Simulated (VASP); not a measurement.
# CoPtO2 (R-3m) in VASP: relaxation of cell and atoms with PBE

Aim: the relaxation of cell and atoms of CoPtO2 with PBE.

Program: VASP 6.6.1. These are calculated values, not measurements. Logs are shortened: lines on timing, memory, paths and dates and some standing lists are left out, and cuts for length are marked.

## 1. The cell of the first run

Symmetry: R-3m, No. 166, trigonal system. Conventional cell: a = 2.825 Å, b = 2.825 Å, c = 17.818 Å, α = 90.00°, β = 90.00°, γ = 120.00°. Within 2.5 Å of Co (site symmetry -3m) lie 6 O at 1.90 Å. Within 2.6 Å of Pt (site symmetry -3m) lie 2 O at 2.00 Å. O (site symmetry 3m) has 3 Co at 1.90 Å and 1 Pt at 2.00 Å and 3 O at 2.53 Å within 2.6 Å.

## 2. Relaxation of cell and atoms, PBE

INCAR

```
ALGO = Normal ; EDIFF = 1E-6
EDIFFG = -0.002 ; ENCUT = 600
GGA = PE ; IBRION = 2
ISIF = 3 ; ISMEAR = 0
LASPH = T ; LCHARG = F
LREAL = F ; LWAVE = F
NELM = 100 ; NSW = 100
PREC = Accurate ; SIGMA = 0.1
```

KPOINTS

```
k-points
0
Gamma
  18 18 18
```

POSCAR

```
CoPtO2
1.0
    1.4122699170      0.8153744170      5.9393891090
   -1.4122699170      0.8153744170      5.9393891090
    0.0000000000     -1.6307488340      5.9393891090
Co Pt O
1 1 2
Direct
    0.5000000000      0.5000000000      0.5000000000
    0.0000000000      0.0000000000      0.0000000000
    0.8877559700      0.8877559700      0.8877559700
    0.1122440300      0.1122440300      0.1122440300
```

Potentials or basis: VASP PAW PBE potentials, release 64 (Co, Pt, O).

Launch:

```sh
$ cat potpaw_PBE.64/Co/POTCAR potpaw_PBE.64/Pt/POTCAR potpaw_PBE.64/O/POTCAR > POTCAR
$ mpirun -np 1 vasp_std > vasp.out
```

OUTCAR:

```text
EDIFF = 1E-6
   EDIFFG = -0.002
   ENCUT = 600
   GGA = PE
   IBRION = 2
   ISIF = 3
   ISMEAR = 0
   LASPH = T
   LREAL = F
   NELM = 100
   NSW = 100
   PREC = Accurate

 ion  position               nearest neighbor table
   1  0.500  0.500  0.500-   4 1.90   4 1.90   3 1.90   3 1.90   4 1.90   3 1.90
   2  0.000  0.000  0.000-   3 2.00   4 2.00
   3  0.888  0.888  0.888-   1 1.90   1 1.90   1 1.90   2 2.00
   4  0.112  0.112  0.112-   1 1.90   1 1.90   1 1.90   2 2.00

  LATTYP: Found a trigonal (rhomboedric) cell.
 ALAT       =     6.1591951379
 COS(alpha) =     0.8948480128

  Lattice vectors:

 A1 = (   1.4122699170,   0.8153744170,   5.9393891090)
 A2 = (  -1.4122699170,   0.8153744170,   5.9393891090)
 A3 = (   0.0000000000,  -1.6307488340,   5.9393891090)

Analysis of symmetry for initial positions (statically):
=====================================================================
 Subroutine PRICEL returns:
 Original cell was already a primitive cell.

 Routine SETGRP: Setting up the symmetry group for a
 trigonal (rhombohedral) supercell.

 Subroutine GETGRP returns: Found 12 space group operations
 (whereof 12 operations were pure point group operations)
 out of a pool of 12 trial point group operations.

The static configuration has the point symmetry D_3d.

Analysis of symmetry for dynamics (positions and initial velocities):
=====================================================================
 Subroutine PRICEL returns:
 Original cell was already a primitive cell.

 Routine SETGRP: Setting up the symmetry group for a
 trigonal (rhombohedral) supercell.

 Subroutine GETGRP returns: Found 12 space group operations
 (whereof 12 operations were pure point group operations)
 out of a pool of 12 trial point group operations.

The dynamic configuration has the point symmetry D_3d.

 Subroutine INISYM returns: Found 12 space group operations
 (whereof 12 operations are pure point group operations),
 and found     1 'primitive' translations

----------------------------------------------------------------------------------------

                                     Primitive cell

  volume of cell :      41.0363

  direct lattice vectors                    reciprocal lattice vectors
     1.412269917  0.815374417  5.939389109     0.354039971  0.204405072  0.056122495
    -1.412269917  0.815374417  5.939389109    -0.354039971  0.204405072  0.056122495
     0.000000000 -1.630748834  5.939389109     0.000000000 -0.408810145  0.056122495

  length of vectors
     6.159195138  6.159195138  6.159195138     0.412644482  0.412644482  0.412644482

  position of ions in fractional coordinates (direct lattice)
     0.500000000  0.500000000  0.500000000
     0.000000000  0.000000000  0.000000000
     0.887755970  0.887755970  0.887755970
     0.112244030  0.112244030  0.112244030

  ion indices of the primitive-cell ions
   primitive index   ion index
                 1           1
                 2           2
                 3           3
                 4           4

----------------------------------------------------------------------------------------

 KPOINTS: k-points

Automatic generation of k-mesh.
 Grid dimensions read from file:
 generate k-points for:   18   18   18

 Generating k-lattice:

  Cartesian coordinates                     Fractional coordinates (reciprocal lattice)
     0.019668887  0.011355837  0.003117916     0.055555556  0.000000000  0.000000000
    -0.019668887  0.011355837  0.003117916     0.000000000  0.055555556  0.000000000
     0.000000000 -0.022711675  0.003117916     0.000000000  0.000000000  0.055555556

  Length of vectors
     0.022924693  0.022924693  0.022924693

  Shift w.r.t. Gamma in fractional coordinates (k-lattice)
     0.000000000  0.000000000  0.000000000

 Subroutine IBZKPT returns following result:
 ===========================================

 Found    580 irreducible k-points:

 Following reciprocal coordinates:
            Coordinates               Weight
  0.000000  0.000000  0.000000      1.000000
  0.055556 -0.000000 -0.000000      6.000000
  0.111111 -0.000000 -0.000000      6.000000
  0.166667 -0.000000 -0.000000      6.000000
  0.222222 -0.000000 -0.000000      6.000000
  0.277778 -0.000000  0.000000      6.000000
[... 16 lines left out ...]
 -0.277778  0.055556 -0.000000     12.000000
 -0.222222  0.055556  0.000000     12.000000
 [... further k-points ...]
   k-points           NKPTS =    580   k-points in BZ     NKDIM =    580   number of bands    NBANDS=     19
   number of dos      NEDOS =    301   number of ions     NIONS =      4
   total plane-waves  NPLWV = 125000
   dimension x,y,z NGX =    50 NGY =   50 NGZ =   50
   dimension x,y,z NGXF=   100 NGYF=  100 NGZF=  100
   ions per type =               1   1   2
   NGX,Y,Z   is equivalent  to a cutoff of  13.50, 13.50, 13.50 a.u.
   NGXF,Y,Z  is equivalent  to a cutoff of  26.99, 26.99, 26.99 a.u.
 SYSTEM =  unknown system
   PREC   = accura    normal or accurate (medium, high low for compatibility)
   ISTART =      0    job   : 0-new  1-cont  2-samecut
   ICHARG =      2    charge: 1-file 2-atom 10-const
   ISPIN  =      1    spin polarized calculation?
   LNONCOLLINEAR =      F non collinear calculations
   LSORBIT =      F    spin-orbit coupling
   LASPH  =      T    aspherical Exc in radial PAW
   ENCUT  =  600.0 eV  44.10 Ry    6.64 a.u.  12.30 12.30 12.30*2*pi/ulx,y,z
   NELM   =    100;   NELMIN=  2; NELMDL= -5     # of ELM steps
   EDIFF  = 0.1E-05   stopping-criterion for ELM
   LREAL  =      F    real-space projection
   EDIFFG = -.2E-02   stopping-criterion for IOM
   NSW    =    100    number of steps for IOM
   IBRION =      2    ionic relax: 0-MD 1-quasi-New 2-CG
   NFREE  =      1    steps in history (QN), initial steepest desc. (CG)
   ISIF   =      3    stress and relaxation
   ISYM   =      2    0-nonsym 1-usesym 2-fastsym
   POTIM  = 0.5000    time-step for ionic-motion
   TEBEG  =    0.0;   TEEND  =   0.0 temperature during run
   PSTRESS=    0.0 pullay stress
   NELECT =      31.0000    total number of electrons
   NUPDOWN=      -1.0000    fix difference up-down
   EMIN   =  10.00;   EMAX   =-10.00  energy-range for DOS
   EFERMI =   0.00;   METHOD = LEGACY
   ISMEAR =     0;   SIGMA  =   0.10  broadening in eV -4-tet -1-fermi 0-gaus
   EFERMI_NEDOS =   21; number of points for ismear=-14 and -15
   IALGO  =     38    algorithm
   IMIX   =      4    mixing-type and parameters
     AMIX     =   0.40;   BMIX     =  1.00
     AMIX_MAG =   1.60;   BMIX_MAG =  1.00
  volume/ion in A,a.u.               =      10.26        69.23
  Fermi-wavevector in a.u.,A,eV,Ry     =   1.490983  2.817550 30.246177  2.223031
  Thomas-Fermi vector in A             =   2.603696
   LORBIT       =      0    0 simple, 1 ext, 2 COOP (PROOUT), +10 PAW based schemes
   GGA     = PE    functional components
   LHFCALC =     F    Hartree Fock is set to
   AEXX    =    0.0000 exact exchange contribution
   IVDW    =     0    specifies the selected vdW correction
   LEPSILON=     F    determine dielectric tensor
   LRPA    =     F    only Hartree local field effects (RPA)
 conjugate gradient relaxation of ions
 non-spin polarized calculation
 Gauss-broadening in eV      SIGMA  =   0.10
  energy-cutoff  :      600.00
  volume of cell :       41.04
 maximum number of plane-waves:      1403
 NGX is ok and might be reduce to    50
   NGX = 25   NGY = 25   NGZ = 25

--------------------------------------- Ionic step        1  -------------------------------------------

 number of electron      30.9999997 magnetization

 Free energy of the ion-electron system (eV)
  ---------------------------------------------------
  ext. energy  EPLUGINS =         0.00000000
  ---------------------------------------------------
  free energy    TOTEN  =       -26.43982380 eV

  energy without entropy =      -26.43645797  energy(sigma->0) =      -26.43814088

------------------------ aborting loop because EDIFF is reached ----------------------------------------

  FORCE on cell =-STRESS in cart. coord.  units (eV):
  Direction    XX          YY          ZZ          XY          YZ          ZX
  --------------------------------------------------------------------------------------
  -------------------------------------------------------------------------------------
  Total        1.5503384      1.5503384      1.4557695      0.0000000     -0.0000000      0.0000000
  in kB       60.5298041     60.5298041     56.8375553      0.0000000     -0.0000000      0.0000000
  external PRESSURE =      59.2990545 kB  Pullay stress =       0.0000000 kB
[... 95 lines left out ...]
  FREE ENERGIE OF THE ION-ELECTRON SYSTEM (eV)
  ---------------------------------------------------
  free  energy   TOTEN  =       -26.4572447851 eV

  energy  without entropy=      -26.4534789057  energy(sigma->0) =      -26.45536185

[... ionic steps 4 to 9 ...]

--------------------------------------- Ionic step       10  -------------------------------------------

 number of electron      30.9999999 magnetization

------------------------ aborting loop because EDIFF is reached ----------------------------------------

  FORCE on cell =-STRESS in cart. coord.  units (eV):
  Direction    XX          YY          ZZ          XY          YZ          ZX
  --------------------------------------------------------------------------------------
  -------------------------------------------------------------------------------------
  Total        0.0513406      0.0513406      0.0728052      0.0000000      0.0000000      0.0000000
  in kB        1.9583321      1.9583321      2.7770781      0.0000000      0.0000000      0.0000000
  external PRESSURE =       2.2312474 kB  Pullay stress =       0.0000000 kB
[... 61 lines left out ...]
  energy  without entropy=      -26.4543790938  energy(sigma->0) =      -26.45620073

--------------------------------------- Ionic step       12  -------------------------------------------

 number of electron      30.9999999 magnetization

 Free energy of the ion-electron system (eV)
  ---------------------------------------------------
  ext. energy  EPLUGINS =         0.00000000
  ---------------------------------------------------
  free energy    TOTEN  =       -26.45802323 eV

  energy without entropy =      -26.45438474  energy(sigma->0) =      -26.45620398

 E-fermi :   8.3128     XC(G=0): -12.5411

 val. band max:        8.2754761571   @ k =  -0.3333   0.5000   0.2778
 cond. band min:       8.3674655287   @ k =  -0.2778  -0.2778   0.2222
 fundamental gap:      0.0919893716
 Fermi energy:         8.3127526271

 k-point     1 :       0.0000    0.0000    0.0000
  band No.  band energies     occupation
      1     -13.0394      2.00000
      2     -11.2053      2.00000
      3      -1.0822      2.00000
      4       1.5433      2.00000
      5       1.9778      2.00000
      6       1.9778      2.00000
[... 11 lines left out ...]
     18      10.1387      0.00000
     19      11.0408      0.00000
[... 489 lines left out ...]
      3      -0.3561      2.00000
      4       0.9297      2.00000
      5       2.1566      2.00000
      6       2.3658      2.00000
[... 11 lines left out ...]
     18       9.7029      0.00000
     19      11.6317      0.00000

 [... further k-points ...]
[... 5 lines left out ...]
  --------------------------------------------------------------------------------------
  -------------------------------------------------------------------------------------
  Total       -0.0059044     -0.0059044     -0.0075308      0.0000000     -0.0000000     -0.0000000
  in kB       -0.2250088     -0.2250088     -0.2869917      0.0000000     -0.0000000     -0.0000000
  external PRESSURE =      -0.2456698 kB  Pullay stress =       0.0000000 kB
[... 19 lines left out ...]
  FREE ENERGIE OF THE ION-ELECTRON SYSTEM (eV)
  ---------------------------------------------------
  free  energy   TOTEN  =       -26.4580232253 eV

  energy  without entropy=      -26.4543847411  energy(sigma->0) =      -26.45620398

 reached required accuracy - stopping structural energy minimisation
```

It took 2.5 h on 1 thread of Intel Xeon Platinum 8488C (Sapphire Rapids), shared host; peak memory 0.9 GiB.

Results:

```yaml
Free_energy: -26.4580 eV
Relaxed_volume: 10.51 Å³/atom
Relaxed_cell: a = 6.188 Å, b = 6.188 Å, c = 6.188 Å, α = 26.65°, β = 26.65°, γ = 26.65°
Space_group_after_relaxing_to_0.1_Å: R-3m (No. 166)
Energy_gained_by_relaxing: 4.5 meV/atom
Ionic_steps: 12
Pressure_after_relaxing: 0.0 GPa
Band_gap_on_the_k_mesh: zero (an odd number of electrons rules out a gap without spin polarisation)
```

Step by step:
```tsv
step	energy change (eV)	largest force (eV/Å)	pressure (GPa)	volume (Å³)
1	0.0000	0.0936	5.93	41.04
2	0.0130	0.1205	-6.96	43.33
3	-0.0174	0.0046	-0.02	42.00
4	-0.0181	0.0621	0.04	42.03
5	-0.0181	0.0540	0.04	42.03
6	-0.0182	0.0022	0.02	42.04
7	-0.0182	0.0008	0.06	42.05
8	-0.0182	0.0040	-0.06	42.05
9	-0.0182	0.0009	-0.13	42.05
10	-0.0182	0.0137	0.22	42.00
11	-0.0182	0.0034	0.09	42.04
12	-0.0182	0.0017	-0.02	42.04
```

Final structure:
```
Co Pt O
1.0
     1.42637    0.82351    5.96528
    -1.42637    0.82351    5.96528
     0.00000   -1.64702    5.96528
Co Pt O
1 1 2
Direct
  0.50000 0.50000 0.50000
  0.00000 0.00000 0.00000
  0.88772 0.88772 0.88772
  0.11228 0.11228 0.11228
```

Caveat: spin-orbit coupling is left out, which moves the levels of the heavy elements; an odd number of electrons without spin polarisation forces a metal; a magnetic or distorted state may lie lower; the run has no spin polarisation, though such a crystal can be magnetic; semilocal functionals often make such compounds metallic where correlation or magnetic order opens a gap, which also shifts bond lengths. With open d or f shells a metallic result of PBE can be an artefact of self-interaction; +U or a hybrid may open a gap.
